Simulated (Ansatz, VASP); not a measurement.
**Two plane-wave programs on GaSb2**

File INCAR:

```
PREC     = Accurate       # precision mode
ENCUT    = 600            # plane-wave cutoff, eV
EDIFF    = 1E-6           # SCF threshold, eV
ISMEAR   = 0              # smearing method
SIGMA    = 0.1            # smearing width, eV
LREAL    = False          # projectors in reciprocal space
LASPH    = True           # aspherical terms in the spheres
NELM     = 100            # most SCF steps
ALGO     = Normal         # electronic algorithm
ISIF     = 3              # what is computed and relaxed
LWAVE    = False          # write WAVECAR
LCHARG   = False          # write CHGCAR
GGA      = PE             # functional
IBRION   = 2              # ionic algorithm
NSW      = 100            # ionic steps
EDIFFG   = -0.01          # ionic threshold
```

The input KPOINTS:

```
regular mesh
0
Gamma
  12 12 4
```

The input POSCAR:

```
GaSb2
1.0
    4.1587346924      0.0000000000      0.0000000000
   -2.0793673462      3.6015698912      0.0000000000
    0.0000000000      0.0000000000     10.9965644429
Ga Sb
2 4
Direct
    0.3333333333      0.6666666667      0.2500000000
    0.6666666667      0.3333333333      0.7500000000
    0.3333333333      0.6666666667      0.5901436667
    0.6666666667      0.3333333333      0.0901436667
    0.3333333333      0.6666666667      0.9098563333
    0.6666666667      0.3333333333      0.4098563333
```

Input for Ansatz:

```yaml
crystal:
  lattice:
    - [4.1587346924, 0.0, 0.0]
    - [-2.0793673462, 3.6015698912, 0.0]
    - [0.0, 0.0, 10.9965644429]
  atoms:
    - { symbol: Ga, position: [0.3333333333, 0.6666666667, 0.25] }
    - { symbol: Ga, position: [0.6666666667, 0.3333333333, 0.75] }
    - { symbol: Sb, position: [0.3333333333, 0.6666666667, 0.5901436667] }
    - { symbol: Sb, position: [0.6666666667, 0.3333333333, 0.0901436667] }
    - { symbol: Sb, position: [0.3333333333, 0.6666666667, 0.9098563333] }
    - { symbol: Sb, position: [0.6666666667, 0.3333333333, 0.4098563333] }
basis:
  ecutwfc: 420
kpoints:
  mp_grid: { grid: [12, 12, 4] }
hamiltonian:
  xc: pbe
scf:
  occupations: { method: gaussian, width: 0.1 }
output:
  forces: true
  stress: true
  eigenvalues: true
  write_density: true
  write_potential: true
  elf: true
  volumetric_format: npy
relax:
  adjacent_minimum: "off"
  f_tol: 0.01
  max_steps: 80
  cell: { stress_tol: 0.05 }
```

Change from the starting cell: the structure that the rattled 2H molybdenite type (P6_3/mmc, No. 194) fell into.

Alike in both runs: task relaxation of cell and atoms; functional PBE; k mesh 12 × 12 × 4; occupations gaussian, width 0.1 eV; no spin polarisation.

|  | VASP | Ansatz |
| --- | --- | --- |
| version | VASP 6.6.1 | Ansatz 0.2.0 |
| potentials or method | VASP PAW PBE potentials, release 64 (Ga_d, Sb), cutoff 600 eV | scalar-relativistic, plane waves, PAW |
| valence electrons in the cell | 46 | 86 |

|  | VASP | Ansatz | Ansatz less VASP |
| --- | --- | --- | --- |
| gap on the k mesh at the Fermi level, each at its own relaxed structure (eV) | none | none | - |
| relaxed volume (Å³/atom) | 26.83 | 26.87 | +0.032 |
| relaxed length of the cell vector where the two differ most in proportion (Å) | 4.066 | 4.070 | +0.0041 |

A gap of «none» marks a metal or a gap that the smearing closes. VASP's potentials hold 46 valence electrons a cell and Ansatz's 86, so a difference there can come from the potentials and not from the codes.

Spin-orbit coupling is off throughout.
